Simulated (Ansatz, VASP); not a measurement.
Sn in VASP and in Ansatz

```xyz
1
Lattice="0.0000 1.8966 1.8966 1.8966 0.0000 1.8966 1.8966 1.8966 0.0000" Properties=species:S:1:pos:R:3 pbc="T T T"
Sn    0.0000    0.0000    0.0000
```

Alike in both runs: task relaxation of cell and atoms; functional PBEsol; k mesh 8 × 8 × 8; occupations gaussian, width 0.1 eV; no spin polarisation.

```csv
,VASP,Ansatz
version,VASP 6.6.1,Ansatz 0.2.0
potentials or method,"VASP PAW PBE potentials, release 64 (Sn_d), cutoff 600 eV","scalar-relativistic, plane waves, PAW"
valence electrons in the cell,14,14
```

VASP gave:

| Quantity | Value |
| --- | --- |
| gap on the k mesh at the Fermi level, each at its own relaxed structure (eV) | none |
| relaxed volume (Å³/atom) | 26.62 |
| relaxed cell length with the largest relative difference (Å) | 3.352 |

**Question.** Which values does Ansatz return?

**Answer.** gap on the k mesh at the Fermi level, each at its own relaxed structure (eV): none; relaxed volume (Å³/atom): 26.55; relaxed cell length with the largest relative difference (Å): 3.349.

VASP's potentials were made for PBE, not for PBEsol. A gap of «none» marks a metal or a gap that the smearing closes.

Noted on VASP's run: the volume moved by over 15 % at a fixed basis, so the end points are rough.
